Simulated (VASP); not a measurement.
# Au (P6_3/mmc) in VASP: further runs

Runs on Au. Level: PBE. Tasks: single point.

Everything below comes from runs of VASP 6.6.1. Logs are shortened: lines on timing, memory, paths and dates and some standing lists are left out, and cuts for length are marked.

### 1 The cell of the first run

Symmetry: P6_3/mmc, No. 194, hexagonal system. The conventional cell has a = 2.906 Å, b = 2.906 Å, c = 4.890 Å, α = 90.00°, β = 90.00°, γ = 120.00°. Within 3.8 Å of Au (site symmetry -6m2) lie 12 Au at 2.91 to 2.97 Å.

### 2 Single point, PBE

Contents of INCAR:

```
SYSTEM = Au
PREC = Accurate
ENCUT = 520
EDIFF = 1E-6
ISMEAR = -1
SIGMA = 0.08
LREAL = .FALSE.
LASPH = .TRUE.
NELM = 100
ALGO = Normal
ISIF = 2
LWAVE = .FALSE.
LCHARG = .FALSE.
GGA = PE
NBANDS = 18
```

Contents of KPOINTS:

```
regular mesh
0
G
  15 15 8
  0 0 0
```

Contents of POSCAR:

```
Au
1.0
    2.9061936475      0.0000000000      0.0000000000
   -1.4530968238      2.5168375270      0.0000000000
    0.0000000000      0.0000000000      4.8902406272
Au
2
Direct
    0.3333333333      0.6666666667      0.2500000000
    0.6666666667      0.3333333333      0.7500000000
```

Potentials or basis: VASP PAW PBE potentials, release 64 (Au).

Command:

```bash
$ cat potpaw_PBE.64/Au/POTCAR > POTCAR
$ mpirun -np 1 vasp_std > vasp.out
```

OUTCAR:

```text
SYSTEM = Au
   PREC = Accurate
   ENCUT = 520
   EDIFF = 1E-6
   ISMEAR = -1
   LREAL = .FALSE.
   LASPH = .TRUE.
   NELM = 100
   ISIF = 2
   GGA = PE

 ion  position               nearest neighbor table
   1  0.333  0.667  0.250-   2 2.97   2 2.97   2 2.97   2 2.97   2 2.97   2 2.97
   2  0.667  0.333  0.750-   1 2.97   1 2.97   1 2.97   1 2.97   1 2.97   1 2.97

  LATTYP: Found a hexagonal cell.
 ALAT       =     2.9061936475
 C/A-ratio  =     1.6826960693

  Lattice vectors:

 A1 = (   2.9061936475,   0.0000000000,   0.0000000000)
 A2 = (  -1.4530968238,   2.5168375270,   0.0000000000)
 A3 = (   0.0000000000,   0.0000000000,   4.8902406272)

Analysis of symmetry for initial positions (statically):
=====================================================================
 Subroutine PRICEL returns:
 Original cell was already a primitive cell.

 Routine SETGRP: Setting up the symmetry group for a
 hexagonal supercell.

 Subroutine GETGRP returns: Found 24 space group operations
 (whereof 12 operations were pure point group operations)
 out of a pool of 24 trial point group operations.

The static configuration has the point symmetry D_3d.
 The point group associated with its full space group is D_6h.

Analysis of symmetry for dynamics (positions and initial velocities):
=====================================================================
 Subroutine PRICEL returns:
 Original cell was already a primitive cell.

 Routine SETGRP: Setting up the symmetry group for a
 hexagonal supercell.

 Subroutine GETGRP returns: Found 24 space group operations
 (whereof 12 operations were pure point group operations)
 out of a pool of 24 trial point group operations.

The dynamic configuration has the point symmetry D_3d.
 The point group associated with its full space group is D_6h.

 Subroutine INISYM returns: Found 24 space group operations
 (whereof 12 operations are pure point group operations),
 and found     1 'primitive' translations

----------------------------------------------------------------------------------------

                                     Primitive cell

  volume of cell :      35.7693

  direct lattice vectors                    reciprocal lattice vectors
     2.906193647  0.000000000  0.000000000     0.344092693  0.198662009  0.000000000
    -1.453096824  2.516837527  0.000000000     0.000000000  0.397324018  0.000000000
     0.000000000  0.000000000  4.890240627     0.000000000  0.000000000  0.204488915

  length of vectors
     2.906193647  2.906193647  4.890240627     0.397324018  0.397324018  0.204488915

  position of ions in fractional coordinates (direct lattice)
     0.333333333  0.666666667  0.250000000
     0.666666667  0.333333333  0.750000000

  ion indices of the primitive-cell ions
   primitive index   ion index
                 1           1
                 2           2

----------------------------------------------------------------------------------------

 KPOINTS: regular mesh

Automatic generation of k-mesh.
 Grid dimensions read from file:
 generate k-points for:   15   15    8

 Generating k-lattice:

  Cartesian coordinates                     Fractional coordinates (reciprocal lattice)
     0.022939513  0.013244134  0.000000000     0.066666667 -0.000000000  0.000000000
     0.000000000  0.026488268  0.000000000     0.000000000  0.066666667  0.000000000
     0.000000000  0.000000000  0.025561114     0.000000000  0.000000000  0.125000000

  Length of vectors
     0.026488268  0.026488268  0.025561114

  Shift w.r.t. Gamma in fractional coordinates (k-lattice)
     0.000000000  0.000000000  0.000000000

 Subroutine IBZKPT returns following result:
 ===========================================

 Found    135 irreducible k-points:

 Following reciprocal coordinates:
            Coordinates               Weight
  0.000000  0.000000  0.000000      1.000000
  0.066667  0.000000  0.000000      6.000000
  0.133333  0.000000  0.000000      6.000000
  0.200000 -0.000000  0.000000      6.000000
  0.266667  0.000000  0.000000      6.000000
  0.333333  0.000000  0.000000      6.000000
[... 16 lines left out ...]
  0.333333  0.200000  0.000000     12.000000
  0.400000  0.200000  0.000000      6.000000
 [... further k-points ...]
   k-points           NKPTS =    135   k-points in BZ     NKDIM =    135   number of bands    NBANDS=     18
   number of dos      NEDOS =    301   number of ions     NIONS =      2
   total plane-waves  NPLWV =  20736
   dimension x,y,z NGX =    24 NGY =   24 NGZ =   36
   dimension x,y,z NGXF=    48 NGYF=   48 NGZF=   72
   ions per type =               2
   NGX,Y,Z   is equivalent  to a cutoff of  13.73, 13.73, 12.24 a.u.
   NGXF,Y,Z  is equivalent  to a cutoff of  27.46, 27.46, 24.48 a.u.
 SYSTEM =  Au
   PREC   = accura    normal or accurate (medium, high low for compatibility)
   ISTART =      0    job   : 0-new  1-cont  2-samecut
   ICHARG =      2    charge: 1-file 2-atom 10-const
   ISPIN  =      1    spin polarized calculation?
   LNONCOLLINEAR =      F non collinear calculations
   LSORBIT =      F    spin-orbit coupling
   LASPH  =      T    aspherical Exc in radial PAW
   ENCUT  =  520.0 eV  38.22 Ry    6.18 a.u.   5.40  5.40  9.09*2*pi/ulx,y,z
   NELM   =    100;   NELMIN=  2; NELMDL= -5     # of ELM steps
   EDIFF  = 0.1E-05   stopping-criterion for ELM
   LREAL  =      F    real-space projection
   EDIFFG = 0.1E-04   stopping-criterion for IOM
   NSW    =      0    number of steps for IOM
   IBRION =     -1    ionic relax: 0-MD 1-quasi-New 2-CG
   NFREE  =      0    steps in history (QN), initial steepest desc. (CG)
   ISIF   =      2    stress and relaxation
   ISYM   =      2    0-nonsym 1-usesym 2-fastsym
   POTIM  = 0.5000    time-step for ionic-motion
   TEBEG  =    0.0;   TEEND  =   0.0 temperature during run
   PSTRESS=    0.0 pullay stress
   NELECT =      22.0000    total number of electrons
   NUPDOWN=      -1.0000    fix difference up-down
   EMIN   =  10.00;   EMAX   =-10.00  energy-range for DOS
   EFERMI =   0.00;   METHOD = LEGACY
   ISMEAR =    -1;   SIGMA  =   0.08  broadening in eV -4-tet -1-fermi 0-gaus
   EFERMI_NEDOS =   21; number of points for ismear=-14 and -15
   IALGO  =     38    algorithm
   IMIX   =      4    mixing-type and parameters
     AMIX     =   0.40;   BMIX     =  1.00
     AMIX_MAG =   1.60;   BMIX_MAG =  1.00
  volume/ion in A,a.u.               =      17.88       120.69
  Fermi-wavevector in a.u.,A,eV,Ry     =   1.392235  2.630942 26.372404  1.938317
  Thomas-Fermi vector in A             =   2.515997
   LORBIT       =      0    0 simple, 1 ext, 2 COOP (PROOUT), +10 PAW based schemes
   GGA     = PE    functional components
   LHFCALC =     F    Hartree Fock is set to
   AEXX    =    0.0000 exact exchange contribution
   IVDW    =     0    specifies the selected vdW correction
   LEPSILON=     F    determine dielectric tensor
   LRPA    =     F    only Hartree local field effects (RPA)
 non-spin polarized calculation
  energy-cutoff  :      520.00
  volume of cell :       35.77
 maximum number of plane-waves:       990
 NGX is ok and might be reduce to    24
   NGX = 11   NGY = 11   NGZ = 19

 number of electron      22.0000000 magnetization

 Free energy of the ion-electron system (eV)
  ---------------------------------------------------
  ext. energy  EPLUGINS =         0.00000000
  ---------------------------------------------------
  free energy    TOTEN  =        -6.44132750 eV

  energy without entropy =       -6.43122847  energy(sigma->0) =       -6.43627798

 E-fermi :   8.6944     XC(G=0): -12.4283

 val. band max:        8.5758975516   @ k =   0.1333   0.0000   0.1250
 cond. band min:       8.7180675474   @ k =   0.2000   0.2000   0.3750
 fundamental gap:      0.1421699959
 Fermi energy:         8.6943622750

 k-point     1 :       0.0000    0.0000    0.0000
  band No.  band energies     occupation
      1      -0.6677      2.00000
      2       1.7116      2.00000
      3       4.0726      2.00000
      4       4.3421      2.00000
      5       4.3421      2.00000
      6       4.6251      2.00000
[... 10 lines left out ...]
     17      26.7439      0.00000
     18      26.7439      0.00000

 k-point     2 :       0.0667    0.0000    0.0000
  band No.  band energies     occupation
      1      -0.5319      2.00000
      2       1.8232      2.00000
      3       4.0305      2.00000
      4       4.3754      2.00000
      5       4.4301      2.00000
      6       4.5789      2.00000
[... 10 lines left out ...]
     17      26.0007      0.00000
     18      26.3124      0.00000

 k-point     3 :       0.1333    0.0000    0.0000
  band No.  band energies     occupation
      1      -0.1373      2.00000
      2       2.1262      2.00000
      3       3.9007      2.00000
      4       4.3951      2.00000
      5       4.5863      2.00000
      6       4.6867      2.00000
[... 10 lines left out ...]
     17      24.9911      0.00000
     18      26.5943      0.00000

 k-point     4 :       0.2000   -0.0000    0.0000
  band No.  band energies     occupation
      1       0.4709      2.00000
      2       2.4855      2.00000
      3       3.8031      2.00000
      4       4.2173      2.00000
      5       4.2480      2.00000
      6       4.8906      2.00000
[... 375 lines left out ...]
      4       3.7004      2.00000
      5       4.1346      2.00000
      6       4.6413      2.00000
[... 10 lines left out ...]
     17      22.0574      0.00000
     18      22.7858      0.00000

 k-point    23 :       0.3333    0.2000    0.0000
  band No.  band energies     occupation
      1       2.8825      2.00000
      2       2.8916      2.00000
      3       2.9717      2.00000
      4       4.1475      2.00000
      5       4.1628      2.00000
      6       4.5208      2.00000
[... 10 lines left out ...]
     17      20.8512      0.00000
     18      22.1442      0.00000

 k-point    24 :       0.4000    0.2000    0.0000
  band No.  band energies     occupation
      1       2.8410      2.00000
      2       2.9089      2.00000
      3       2.9290      2.00000
      4       4.1899      2.00000
      5       4.3681      2.00000
      6       4.4119      2.00000
[... 10 lines left out ...]
     17      20.2064      0.00000
     18      21.9045      0.00000

 [... further k-points ...]

------------------------ aborting loop because EDIFF is reached ----------------------------------------

  FORCE on cell =-STRESS in cart. coord.  units (eV):
  Direction    XX          YY          ZZ          XY          YZ          ZX
  --------------------------------------------------------------------------------------
  -------------------------------------------------------------------------------------
  Total        0.1354288      0.1354288      0.1312555     -0.0000000     -0.0000000      0.0000000
  in kB        6.0661308      6.0661308      5.8791970     -0.0000000     -0.0000000      0.0000000
  external PRESSURE =       6.0038196 kB  Pullay stress =       0.0000000 kB

 VOLUME and BASIS-vectors are now :
 -----------------------------------------------------------------------------
  energy-cutoff  :      520.00
  volume of cell :       35.77
      direct lattice vectors                 reciprocal lattice vectors
     2.906193647  0.000000000  0.000000000     0.344092693  0.198662009  0.000000000
    -1.453096824  2.516837527  0.000000000     0.000000000  0.397324018  0.000000000
     0.000000000  0.000000000  4.890240627     0.000000000  0.000000000  0.204488915

 POSITION                                       TOTAL-FORCE (eV/Angst)
 -----------------------------------------------------------------------------------
     -0.00000      1.67789      1.22256         0.000000     -0.000000      0.000000
      1.45310      0.83895      3.66768        -0.000000      0.000000      0.000000
 -----------------------------------------------------------------------------------
    total drift:                               -0.000000      0.000000     -0.000000

  FREE ENERGIE OF THE ION-ELECTRON SYSTEM (eV)
  ---------------------------------------------------
  free  energy   TOTEN  =        -6.4413274966 eV

  energy  without entropy=       -6.4312284685  energy(sigma->0) =       -6.43627798
```

Wall time 19 s (1 thread of Intel Xeon 6975P-C (Granite Rapids), shared host); peak memory 0.2 GiB.

What came out:

```
Free energy            : -6.4413 eV
Pressure               : 0.6 GPa
Band gap on the k mesh : zero (band 11 reaches 12.74 eV, above the bottom of band 12 at 6.11 eV)
```

Levels at points of the mesh, in eV from the Fermi level:
```tsv
k point	band 8	band 9	band 10	band 11	band 12	band 13	band 14	band 15
(0.00, 0.00, 0.00)	-3.41	-3.41	-2.16	-2.16	-0.94	2.41	14.61	15.63
(0.00, 0.00, 0.50)	-4.39	-2.59	-2.59	-2.59	-2.59	10.26	10.26	14.88
```

Caveat: spin-orbit coupling is left out, which moves the levels of the heavy elements.

### 3 Single point, PBE

Contents of INCAR:

```
SYSTEM = Au
  PREC = Accurate
  ENCUT = 520
  EDIFF = 1E-6
  ISMEAR = -1
  SIGMA = 0.08
  LREAL = .FALSE.
  LASPH = .TRUE.
  NELM = 100
  ALGO = Normal
  ISIF = 2
  LWAVE = .FALSE.
  LCHARG = .FALSE.
  GGA = PE
  NBANDS = 18
```

KPOINTS is that of step 2.

Contents of POSCAR:

```
Au
1.0
    2.9060715213      0.0000000001      0.0000000000
   -1.4530357607      2.5167317627      0.0000000000
    0.0000000000      0.0000000000      4.8895834040
Au
2
Direct
    0.3333333333      0.6666666667      0.2500000000
    0.6666666667      0.3333333333      0.7500000000
```

Potentials or basis: VASP PAW PBE potentials, release 64 (Au).

Command:

```bash
$ cat potpaw_PBE.64/Au/POTCAR > POTCAR
$ mpirun -np 1 vasp_std > vasp.out
```

OUTCAR:

```text
SYSTEM = Au
   PREC = Accurate
   ENCUT = 520
   EDIFF = 1E-6
   ISMEAR = -1
   LREAL = .FALSE.
   LASPH = .TRUE.
   NELM = 100
   ISIF = 2
   GGA = PE

 ion  position               nearest neighbor table
   1  0.333  0.667  0.250-   2 2.97   2 2.97   2 2.97   2 2.97   2 2.97   2 2.97
   2  0.667  0.333  0.750-   1 2.97   1 2.97   1 2.97   1 2.97   1 2.97   1 2.97

  LATTYP: Found a hexagonal cell.
 ALAT       =     2.9060715213
 C/A-ratio  =     1.6825406285

  Lattice vectors:

 A1 = (   2.9060715213,   0.0000000001,   0.0000000000)
 A2 = (  -1.4530357607,   2.5167317627,   0.0000000000)
 A3 = (   0.0000000000,   0.0000000000,   4.8895834040)

Analysis of symmetry for initial positions (statically):
=====================================================================
 Subroutine PRICEL returns:
 Original cell was already a primitive cell.

 Routine SETGRP: Setting up the symmetry group for a
 hexagonal supercell.

 Subroutine GETGRP returns: Found 24 space group operations
 (whereof 12 operations were pure point group operations)
 out of a pool of 24 trial point group operations.

The static configuration has the point symmetry D_3d.
 The point group associated with its full space group is D_6h.

Analysis of symmetry for dynamics (positions and initial velocities):
=====================================================================
 Subroutine PRICEL returns:
 Original cell was already a primitive cell.

 Routine SETGRP: Setting up the symmetry group for a
 hexagonal supercell.

 Subroutine GETGRP returns: Found 24 space group operations
 (whereof 12 operations were pure point group operations)
 out of a pool of 24 trial point group operations.

The dynamic configuration has the point symmetry D_3d.
 The point group associated with its full space group is D_6h.

 Subroutine INISYM returns: Found 24 space group operations
 (whereof 12 operations are pure point group operations),
 and found     1 'primitive' translations

[... 110 lines left out ...]
   EFERMI_NEDOS =   21; number of points for ismear=-14 and -15
   IALGO  =     38    algorithm
   IMIX   =      4    mixing-type and parameters
     AMIX     =   0.40;   BMIX     =  1.00
     AMIX_MAG =   1.60;   BMIX_MAG =  1.00
  volume/ion in A,a.u.               =      17.88       120.67
  Fermi-wavevector in a.u.,A,eV,Ry     =   1.392336  2.631133 26.376245  1.938599
  Thomas-Fermi vector in A             =   2.516088
   LORBIT       =      0    0 simple, 1 ext, 2 COOP (PROOUT), +10 PAW based schemes
   GGA     = PE    functional components
   LHFCALC =     F    Hartree Fock is set to
   AEXX    =    0.0000 exact exchange contribution
   IVDW    =     0    specifies the selected vdW correction
   LEPSILON=     F    determine dielectric tensor
   LRPA    =     F    only Hartree local field effects (RPA)
 non-spin polarized calculation
  energy-cutoff  :      520.00
  volume of cell :       35.76
 maximum number of plane-waves:       990
 NGX is ok and might be reduce to    24
   NGX = 11   NGY = 11   NGZ = 19

 number of electron      22.0000000 magnetization

 Free energy of the ion-electron system (eV)
  ---------------------------------------------------
  ext. energy  EPLUGINS =         0.00000000
  ---------------------------------------------------
  free energy    TOTEN  =        -6.44129136 eV

  energy without entropy =       -6.43118933  energy(sigma->0) =       -6.43624034

 E-fermi :   8.6980     XC(G=0): -12.4296

 val. band max:        8.5796752900   @ k =   0.1333  -0.0000   0.1250
 cond. band min:       8.7218508432   @ k =   0.2000   0.2000   0.3750
 fundamental gap:      0.1421755532
 Fermi energy:         8.6979857659

 k-point     1 :       0.0000    0.0000    0.0000
  band No.  band energies     occupation
      1      -0.6665      2.00000
      2       1.7134      2.00000
      3       4.0754      2.00000
      4       4.3445      2.00000
      5       4.3445      2.00000
      6       4.6277      2.00000
[... 481 lines left out ...]
      5       4.3702      2.00000
      6       4.4144      2.00000
[... 10 lines left out ...]
     17      20.2119      0.00000
     18      21.9097      0.00000

 [... further k-points ...]

------------------------ aborting loop because EDIFF is reached ----------------------------------------

  FORCE on cell =-STRESS in cart. coord.  units (eV):
  Direction    XX          YY          ZZ          XY          YZ          ZX
  --------------------------------------------------------------------------------------
  -------------------------------------------------------------------------------------
  Total        0.1416752      0.1416752      0.1391733      0.0000000      0.0000000      0.0000000
  in kB        6.3473041      6.3473041      6.2352159      0.0000000      0.0000000      0.0000000
  external PRESSURE =       6.3099413 kB  Pullay stress =       0.0000000 kB

 VOLUME and BASIS-vectors are now :
 -----------------------------------------------------------------------------
  energy-cutoff  :      520.00
  volume of cell :       35.76
      direct lattice vectors                 reciprocal lattice vectors
     2.906071521  0.000000000  0.000000000     0.344107154  0.198670358  0.000000000
    -1.453035761  2.516731763  0.000000000    -0.000000000  0.397340716  0.000000000
     0.000000000  0.000000000  4.889583404     0.000000000  0.000000000  0.204516401

 POSITION                                       TOTAL-FORCE (eV/Angst)
 -----------------------------------------------------------------------------------
     -0.00000      1.67782      1.22240        -0.000000     -0.000000      0.000000
      1.45304      0.83891      3.66719         0.000000      0.000000      0.000000
 -----------------------------------------------------------------------------------
    total drift:                               -0.000000      0.000000     -0.000000

  FREE ENERGIE OF THE ION-ELECTRON SYSTEM (eV)
  ---------------------------------------------------
  free  energy   TOTEN  =        -6.4412913552 eV

  energy  without entropy=       -6.4311893270  energy(sigma->0) =       -6.43624034
```

stdout:

```text
POSCAR found type information on POSCAR Au
 POSCAR found :  1 types and       2 ions
 scaLAPACK will be used
 LDA part: xc-table for (Slater+PW92), standard interpolation
 POSCAR, INCAR and KPOINTS ok, starting setup
 FFT: planning ... GRIDC
 FFT: planning ... GRID_SOFT
 FFT: planning ... GRID
 WAVECAR not read
 entering main loop
```

Wall time 18 s (1 thread of Intel Xeon 6975P-C (Granite Rapids), shared host); peak memory 0.2 GiB.

Results:

| Quantity | Value |
| --- | --- |
| Free energy | -6.4413 eV |
| Pressure | 0.6 GPa |
| Band gap on the k mesh | zero (band 11 reaches 12.75 eV, above the bottom of band 12 at 6.11 eV) |

Caveat: spin-orbit coupling is left out, which moves the levels of the heavy elements.
